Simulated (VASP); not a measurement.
# Ga3Bi2N3 (R-3m) in VASP: a series of runs, part 2 of 2

VASP 6.6.1. Earlier steps stand in the parts before.

**4. Relaxation of cell and atoms, PBE**

This run uses another cell than the first one, of 18.87 Å³/atom.

INCAR

```
SYSTEM = Ga3Bi2N3
PREC = Accurate
ENCUT = 600
EDIFF = 1E-6
ISMEAR = 0
SIGMA = 0.15
LREAL = .False.
LASPH = .True.
NELM = 100
ALGO = Normal
ISIF = 3
LWAVE = .False.
LCHARG = .False.
GGA = PE
IBRION = 2
NSW = 36
EDIFFG = -0.08
```

KPOINTS

```
regular mesh
0
Gamma
  3 3 3
  0 0 0
```

POSCAR

```
Ga3Bi2N3
1.0
    2.6371169200      1.5225401600      6.2662750500
   -2.6371169200      1.5225401600      6.2662750500
    0.0000000000     -3.0450803300      6.2662750500
Ga Bi N
3 2 3
Direct
    0.5000000000      0.5000000000      0.5000000000
    0.0926000000      0.0926000000      0.0926000000
    0.9074000000      0.9074000000      0.9074000000
    0.7544000100      0.7544000100      0.7544000100
    0.2455999900      0.2455999900      0.2455999900
    0.5000000000      0.5000000000      0.0000000000
    0.0000000000      0.5000000000      0.5000000000
    0.5000000000      0.0000000000      0.5000000000
```

Potentials or basis: VASP PAW PBE potentials, release 64 (Ga_d, Bi_d, N).

On the command line:

```console
cat potpaw_PBE.64/Ga_d/POTCAR potpaw_PBE.64/Bi_d/POTCAR potpaw_PBE.64/N/POTCAR > POTCAR
mpirun -np 1 vasp_std > vasp.out
```

OUTCAR:

```text
SYSTEM = Ga3Bi2N3
   PREC = Accurate
   ENCUT = 600
   EDIFF = 1E-6
   ISMEAR = 0
   LREAL = .False.
   LASPH = .True.
   NELM = 100
   ISIF = 3
   GGA = PE
   IBRION = 2
   NSW = 36
   EDIFFG = -0.08

 ion  position               nearest neighbor table
   1  0.500  0.500  0.500-   5 3.39   5 3.39   4 3.39   4 3.39   5 3.39   4 3.39
   2  0.093  0.093  0.093-   5 2.88   4 3.05   4 3.05   4 3.05
   3  0.907  0.907  0.907-   4 2.88   5 3.05   5 3.05   5 3.05
   4  0.754  0.754  0.754-   6 2.24   7 2.24   8 2.24   3 2.88   2 3.05   2 3.05   2 3.05   1 3.39
                             1 3.39   1 3.39
   5  0.246  0.246  0.246-   6 2.24   7 2.24   8 2.24   2 2.88   3 3.05   3 3.05   3 3.05   1 3.39
                             1 3.39   1 3.39
   6  0.500  0.500  0.000-   4 2.24   5 2.24
   7  0.000  0.500  0.500-   4 2.24   5 2.24
   8  0.500  0.000  0.500-   4 2.24   5 2.24

  LATTYP: Found a trigonal (rhomboedric) cell.
 ALAT       =     6.9669733164
 COS(alpha) =     0.7134499613

  Lattice vectors:
[... 623 lines left out ...]

--------------------------------------- Ionic step       18  -------------------------------------------

 number of electron      84.0000002 magnetization

------------------------ aborting loop because EDIFF is reached ----------------------------------------
[... 79 lines left out ...]
--------------------------------------- Ionic step       20  -------------------------------------------

 number of electron      84.0000000 magnetization

 Free energy of the ion-electron system (eV)
  ---------------------------------------------------
  ext. energy  EPLUGINS =         0.00000000
  ---------------------------------------------------
  free energy    TOTEN  =       -32.50655979 eV

  energy without entropy =      -32.50356371  energy(sigma->0) =      -32.50506175

 E-fermi :   3.5614     XC(G=0):  -9.0821

 val. band max:        3.3192244349   @ k =   0.3333   0.3333   0.3333
 cond. band min:       3.7497970136   @ k =   0.0000   0.0000   0.0000
 fundamental gap:      0.4305725786
 Fermi energy:         3.5614000363

 k-point     1 :       0.0000    0.0000    0.0000
  band No.  band energies     occupation
      1     -19.2811      2.00000
      2     -19.2811      2.00000
      3     -19.1863      2.00000
      4     -19.1863      2.00000
      5     -19.0771      2.00000
      6     -19.0727      2.00000
[... 342 lines left out ...]
  FREE ENERGIE OF THE ION-ELECTRON SYSTEM (eV)
  ---------------------------------------------------
  free  energy   TOTEN  =       -32.5065597870 eV

  energy  without entropy=      -32.5035637139  energy(sigma->0) =      -32.50506175

 reached required accuracy - stopping structural energy minimisation
```

OSZICAR:

```text
N       E                     dE             d eps       ncg     rms          rms(c)
DAV:   1     0.102400912836E+04    0.10240E+04   -0.44372E+04   634   0.285E+03
DAV:   2     0.153255640262E+03   -0.87075E+03   -0.85077E+03   608   0.737E+02
DAV:   3    -0.165666457012E+02   -0.16982E+03   -0.16217E+03   694   0.245E+02
[... 239 lines left out ...]
DAV:   3    -0.325066783022E+02    0.35724E-02   -0.92045E-03   878   0.960E-01    0.943E-02
DAV:   4    -0.325065971264E+02    0.81176E-04   -0.19629E-03   732   0.281E-01    0.484E-02
DAV:   5    -0.325065601554E+02    0.36971E-04   -0.18939E-04   814   0.872E-02    0.213E-02
DAV:   6    -0.325065601711E+02   -0.15709E-07   -0.37774E-05   778   0.397E-02    0.576E-03
DAV:   7    -0.325065597870E+02    0.38411E-06   -0.40512E-06   600   0.132E-02
  20 F= -.32506560E+02 E0= -.32505062E+02  d E =-.295883E-02
```

CONTCAR:

```text
Ga3Bi2N3
   1.00000000000000
     3.2314589293832454    1.8656836787257420    5.3425565587829764
    -3.2314589293832454    1.8656836787257420    5.3425565587829764
    -0.0000000000000000   -3.7313673679222923    5.3425565582529604
  Ga              Bi              N
     3     2     3
Direct
     0.5000000000000000    0.5000000000000000    0.5000000000000000
     0.0772406228976769    0.0772406228976769    0.0772406228990638
     0.9227593771023230    0.9227593771023230    0.9227593771009363
     0.7276074520504957    0.7276074520504957    0.7276074520516198
     0.2723925479495042    0.2723925479495042    0.2723925479483800
     0.5000000000000000    0.5000000000000000    0.0000000000000000
     0.0000000000000000    0.5000000000000000    0.5000000000000000
     0.5000000000000000    0.0000000000000000    0.5000000000000000

  0.00000000E+00  0.00000000E+00  0.00000000E+00
  0.00000000E+00  0.00000000E+00  0.00000000E+00
  0.00000000E+00  0.00000000E+00  0.00000000E+00
  0.00000000E+00  0.00000000E+00  0.00000000E+00
  0.00000000E+00  0.00000000E+00  0.00000000E+00
  0.00000000E+00  0.00000000E+00  0.00000000E+00
  0.00000000E+00  0.00000000E+00  0.00000000E+00
  0.00000000E+00  0.00000000E+00  0.00000000E+00
```

Run time: 27 min. Hardware: 1 thread of Intel Xeon Platinum 8375C at 2.90GHz (Ice Lake), shared host; peak memory 0.48 GiB.

What came out:

```yaml
Free_energy: -32.5066 eV
Relaxed_volume: 24.16 Å³/atom
Relaxed_cell: a = 6.517 Å, b = 6.517 Å, c = 6.517 Å, α = 59.46°, β = 59.46°, γ = 59.46°
Space_group_after_relaxing_to_0.1_Å: R-3m (No. 166)
Energy_gained_by_relaxing: 299.4 meV/atom
Ionic_steps: 20
Pressure_after_relaxing: -0.1 GPa
Largest_force_after_relaxing: 0.052 eV/Å
Band_gap_on_the_k_mesh: 0.43 eV (least direct gap 0.44 eV)
```

Forces on the atoms (eV/Å):
```
Ga   0.000  0.000  0.000
Ga   0.000  0.000  0.052
Ga   0.000  0.000 -0.052
Bi   0.000  0.000  0.028
Bi   0.000  0.000 -0.028
N    0.000  0.000  0.000
N    0.000  0.000  0.000
N    0.000  0.000  0.000
```

Stress tensor (GPa, compression positive):
```
-0.25  0.00  0.00
 0.00 -0.25  0.00
 0.00  0.00  0.05
```

The path:
```
step  energy change (eV)  largest force (eV/Å)  pressure (GPa)  volume (Å³)
   1              0.0000                1.8894            3.02       150.96
   2             -0.5429                1.0796            1.18       158.84
   3             -0.9268                0.4461            0.34       170.25
   4             -1.2296                0.6284            1.05       194.56
   5             -0.0908                3.1906            2.80       249.37
   6             -1.3140                1.0711            1.76       202.88
   7             -1.5956                0.4704           -2.94       224.78
   8             -1.6398                0.1326           -1.91       218.81
   9             -1.8148                1.1610           -0.67       211.15
  10             -1.8181                1.3517           -0.49       210.23
  11             -2.0405                1.3174           -0.09       203.30
  12             -2.1061                1.0238            4.25       181.52
  13             -2.2309                1.4771            1.49       192.88
  14             -2.2331                1.3469            2.75       187.09
  15             -2.3199                0.2798            1.42       187.67
  16             -2.3201                0.3255            1.47       187.64
  17             -2.3638                0.2373            0.74       189.95
  18             -2.3918                0.1142           -0.30       193.61
  19             -2.3920                0.1029           -0.38       193.98
  20             -2.3950                0.0523           -0.15       193.26
```

Final structure:
```xyz
8
Lattice="3.2315 1.8657 5.3426 -3.2315 1.8657 5.3426 0.0000 -3.7314 5.3426" Properties=species:S:1:pos:R:3 pbc="T T T"
Ga    0.0000    0.0000    8.0138
Ga    0.0000    0.0000    1.2380
Ga    0.0000    0.0000   14.7897
Bi    0.0000    0.0000   11.6619
Bi    0.0000    0.0000    4.3658
N     0.0000    1.8657    5.3426
N    -1.6157   -0.9328    5.3426
N     1.6157   -0.9328    5.3426
```

Caveat: the k points lie up to 0.40 Å⁻¹ apart in the final cell; the volume moved by over 15 % at a fixed basis, so the end points are rough; spin-orbit coupling is left out, which moves the levels of the heavy elements; an odd mesh through Γ misses points on the zone boundary, where band edges can lie; the relaxation stopped at a loose force limit of 0.08 eV/Å, so its end isn't a converged minimum.

**5. Summary**

| task | cell | k mesh | cutoff (eV) | gap on the mesh (eV) | pressure (GPa) | relaxed volume (Å³/atom) | largest force (eV/Å) |
| --- | --- | --- | --- | --- | --- | --- | --- |
| relaxation of cell and atoms | relaxed from a = 5.700 Å, angles 75.6°, 8 atoms, atomic positions A | 2 × 2 × 2 | 600 | none | 0.1 | 23.81 | 0.07 |
| single point | a = 6.527 Å, angles 59.6°, 8 atoms, atomic positions B | 3 × 3 × 3 | 520 | 0.45 | 0.0 | - | 0.03 |
| relaxation of cell and atoms | relaxed from a = 6.967 Å, angles 44.5°, 8 atoms, atomic positions C | 3 × 3 × 3 | 600 | 0.43 | -0.1 | 24.16 | 0.05 |

Alike in all rows: level PBE; potentials or basis VASP PAW PBE potentials, release 64 (Ga_d, Bi_d, N); no spin polarisation; smearing gaussian 0.15 eV.

Caveats: some runs use coarse meshes; spin-orbit coupling is left out, which moves the levels of the heavy elements; the relaxation stopped at a loose force limit of 0.08 eV/Å, so its end isn't a converged minimum (at least some runs); an odd mesh through Γ misses points on the zone boundary, where band edges can lie (at least some runs); the volume moved by over 15 % at a fixed basis, so the end points are rough (at least some runs).

Total energies depend on the potentials used, so only differences within one code and one set of settings carry meaning.
